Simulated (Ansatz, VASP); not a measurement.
## MgCd3Se4 in VASP and in Ansatz

```xyz
8
Lattice="5.8472 0.0000 0.0000 -2.9236 5.0638 0.0000 0.0000 0.0000 6.3198" Properties=species:S:1:pos:R:3 pbc="T T T"
Mg    0.0000    0.0000    0.0000
Cd    2.9236    0.0000    0.0000
Cd   -1.4618    2.5319    0.0000
Cd    1.4618    2.5319    0.0000
Se    2.9236    0.0000    3.1599
Se   -1.4618    2.5319    3.1599
Se    1.4618    2.5319    3.1599
Se    0.0000    0.0000    3.1599
```

Alike in both runs: functional PBE; k mesh 3 × 3 × 2; occupations gaussian, width 0.15 eV; no spin polarisation.

Ansatz relaxed the structure, and its values are those at the end. VASP's run is a single point on that final structure, the one shown.

|  | VASP | Ansatz |
| --- | --- | --- |
| version | VASP 6.6.1 | Ansatz 0.2.0 |
| potentials or method | VASP PAW PBE potentials, release 64 (Mg, Cd, Se), cutoff 600 eV | scalar-relativistic, plane waves, PAW |
| valence electrons in the cell | 62 | 134 |

|  | VASP | Ansatz | Ansatz less VASP |
| --- | --- | --- | --- |
| gap on the k mesh at the Fermi level (eV) | none | none | - |
| pressure (GPa) | 0.0 | -0.1 | -0.05 |

A gap of «none» marks a metal or a gap that the smearing closes. The functional is the same, so the differences come from potentials, cutoffs and numerics. VASP's potentials hold 62 valence electrons a cell and Ansatz's 134, so a difference there can come from the potentials and not from the codes.

The k mesh is coarse, so the values compare programs but aren't converged.
